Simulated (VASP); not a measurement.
MgCdTe3:

```
Mg Cd Te
1.0
     4.89288    0.00000    0.00000
     0.00000    4.89288    0.00000
     0.00000    0.00000    4.89288
Mg Cd Te
1 1 3
Direct
  0.50000 0.50000 0.50000
  0.00000 0.00000 0.00000
  0.50000 0.00000 0.00000
  0.00000 0.50000 0.00000
  0.00000 0.00000 0.50000
```

The cell was generated, and may not be a known phase.

- Program: VASP 6.6.1
- Task: relaxation of cell and atoms
- Functional: PBE
- Potentials or basis: VASP PAW PBE potentials, release 64 (Mg, Cd, Te)
- Cutoff: 600 eV
- k mesh: 4 × 4 × 4
- Occupations: gaussian, width 0.1 eV
- Spin: no spin polarisation

At the start: pressure 36.5 GPa; volume 23.43 Å³/atom.

Q: How do energy, volume and symmetry change on relaxing?

A: Over 4 steps the energy falls by 923.1 meV/atom and the volume is 35.66 Å³/atom (+52.2 %); space group Pm-3m (No. 221, to 0.1 Å) before and after.

The path:
```tsv
step	energy change (eV)	largest force (eV/Å)	pressure (GPa)	volume (Å³)
1	0.0000	0.0000	36.49	117.14
2	-3.6158	0.0000	-4.36	232.87
3	-4.6147	0.0000	0.30	175.76
4	-4.6156	0.0000	-0.15	178.30
```

Final structure:
```
Mg Cd Te
1.0
     5.62843    0.00000    0.00000
     0.00000    5.62843    0.00000
     0.00000    0.00000    5.62843
Mg Cd Te
1 1 3
Direct
  0.50000 0.50000 0.50000
  0.00000 0.00000 0.00000
  0.50000 0.00000 0.00000
  0.00000 0.50000 0.00000
  0.00000 0.00000 0.50000
```

Caveat: the volume moved by over 15 % at a fixed basis, so the end points are rough.
